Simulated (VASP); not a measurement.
AgCl (Chlorargyrite):

```
Ag Cl
1.0
     0.00000    2.73500    2.73500
     2.73500    0.00000    2.73500
     2.73500    2.73500    0.00000
Ag Cl
1 1
Direct
  0.00000 0.00000 0.00000
  0.50000 0.50000 0.50000
```

Base run:

* Program: VASP 6.6.1
* Functional: RPBE
* Potentials or basis: VASP PAW PBE potentials, release 64 (Ag, Cl)
* Cutoff: 520 eV
* k mesh: 6 × 6 × 6
* Occupations: gaussian, width 0.01 eV
* Spin: no spin polarisation

Its results: band gap on the k mesh 1.07 eV, indirect (least direct gap 3.58 eV); pressure 7.0 GPa.

**Question.** The run is repeated on the same cell with these changes: functional from RPBE to PBE. What comes out?

**Answer.** Band gap on the k mesh 0.90 eV, indirect (least direct gap 3.40 eV); pressure 3.8 GPa.

PBE binds more tightly than RPBE, so the same cell stands under less pressure.

Caveats: the PAW data sets were made with another functional, which shifts forces and pressure a little (some runs).

A k mesh can miss the band edges.
